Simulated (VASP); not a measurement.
Input of a VASP 6.6.1 run:

The input INCAR:

```
SYSTEM = C
ALGO = Normal
EDIFF = 1E-6
EDIFFG = -0.01
ENCUT = 600
GGA = PS
IBRION = 2
ISIF = 3
ISMEAR = 0
LASPH = .TRUE.
LCHARG = .FALSE.
LREAL = .FALSE.
LWAVE = .FALSE.
NELM = 80
NSW = 65
PREC = Accurate
SIGMA = 0.02
```

The input KPOINTS:

```
k-points
0
G
  12 12 2
  0 0 0
```

Contents of POSCAR:

```
C
1.0
    2.4988149889      0.0000000000      0.0000000000
   -1.2494074945      2.1640372598      0.0000000000
    0.0000000000      0.0000000000     12.4825075664
C
12
Direct
    0.0000000000      0.0000000000      0.0000000000
    0.0000000000      0.0000000000      0.1250000000
    0.3333333333      0.6666666667      0.1666666667
    0.3333333333      0.6666666667      0.2916666667
    0.6666666667      0.3333333333      0.3333333333
    0.6666666667      0.3333333333      0.4583333333
    0.3333333333      0.6666666667      0.5000000000
    0.3333333333      0.6666666667      0.6250000000
    0.6666666667      0.3333333333      0.6666666667
    0.6666666667      0.3333333333      0.7916666667
    0.3333333333      0.6666666667      0.8333333333
    0.3333333333      0.6666666667      0.9583333333
```

Potentials or basis: VASP PAW PBE potentials, release 64 (C).

Run with:

```bash
$ cat potpaw_PBE.64/C/POTCAR > POTCAR
$ mpirun -np 1 vasp_std > vasp.out
```

**Question.** Estimate the relaxed volume.

**Answer.** 5.62 Å³/atom.

**Question.** Estimate the band gap on the k mesh.

**Answer.** 3.99 eV (least direct gap 5.13 eV).

**Question.** Predict the relaxed cell.

**Answer.** a = 2.504 Å, b = 2.504 Å, c = 12.430 Å, α = 90.00°, β = 90.00°, γ = 120.00°.

**Question.** What does it give for the space group after relaxing (to 0.1 Å)?

**Answer.** P-6m2 (No. 187).

Forces on the atoms (eV/Å):
```
C    0.000  0.000  0.006
C    0.000  0.000 -0.006
C    0.000  0.000 -0.002
C    0.000  0.000 -0.004
C    0.000  0.000  0.005
C    0.000  0.000  0.000
C    0.000  0.000 -0.003
C    0.000  0.000  0.003
C    0.000  0.000  0.000
C    0.000  0.000 -0.005
C    0.000  0.000  0.004
C    0.000  0.000  0.002
```

Caveat: the PAW data sets were made with another functional, which shifts forces and pressure a little. A k mesh can miss the band edges.
